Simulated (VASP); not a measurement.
The system is ScAl3.

```xyz
4
Lattice="4.1534 0.0000 0.0000 -2.0767 3.5969 0.0000 0.0000 0.0000 5.0621" Properties=species:S:1:pos:R:3 pbc="T T T"
Sc    0.0000    2.3979    0.7445
Al    0.9266    1.8630    3.8619
Al    0.0000    3.4679    3.8619
Al   -0.9266    1.8630    3.8619
```

```yaml
Program: VASP 6.6.1
Task: relaxation of cell and atoms
Functional: PBE
Potentials_or_basis: VASP PAW PBE potentials, release 64 (Sc_sv, Al)
Cutoff: 600 eV
k_mesh: 6 × 6 × 4
Occupations: gaussian, width 0.1 eV
Spin: no spin polarisation
```

At the start: pressure 75.3 GPa; volume 18.91 Å³/atom.

Problem. How do energy, volume and symmetry change on relaxing?

Solution. Over 17 steps the energy falls by 3142.2 meV/atom and the volume is 30.26 Å³/atom (+60.0 %); space group P-6m2 (No. 187, to 0.05 Å).

The path:
```
step  energy change (eV)  largest force (eV/Å)  pressure (GPa)  volume (Å³)
   1              0.0000               18.5021           75.32        75.62
   2             64.8780              103.9148           51.02       218.41
   3              1.2473               30.0532           41.47       101.93
   4             -0.9419               25.9515           42.25        94.76
   5             -2.9093               20.0667           47.85        84.85
   6             -9.4627                0.3594           -5.63       215.32
   7            -11.2766                3.0220           -2.56       144.66
   8            -11.2784                3.1496           -2.30       143.27
   9            -12.0670                2.3802           -0.78       127.33
  10            -12.3420                1.0121            3.78       111.77
  11            -12.3540                1.3172            2.66       114.47
  12            -12.5163                0.5504            0.49       119.87
  13            -12.5438                0.4164           -0.63       123.65
  14            -12.5548                0.3487           -0.32       122.50
  15            -12.5628                0.2181            0.24       120.61
  16            -12.5674                0.1119            0.12       120.83
  17            -12.5686                0.0294            0.03       121.03
```

Final structure:
```cif
data_structure
_symmetry_space_group_name_H-M 'P 1'
_symmetry_Int_Tables_number 1
_cell_length_a 5.2395
_cell_length_b 5.2395
_cell_length_c 5.0907
_cell_angle_alpha 90.000
_cell_angle_beta 90.000
_cell_angle_gamma 120.000
_cell_volume 121.03
loop_
_atom_site_label
_atom_site_type_symbol
_atom_site_fract_x
_atom_site_fract_y
_atom_site_fract_z
_atom_site_occupancy
Sc1 Sc 0.33333 0.66667 0.23321 1
Al1 Al 0.50006 0.49994 0.73419 1
Al2 Al 0.50006 0.00013 0.73419 1
Al3 Al 0.99987 0.49994 0.73419 1
```

Caveat: the volume moved by over 15 % at a fixed basis, so the end points are rough.
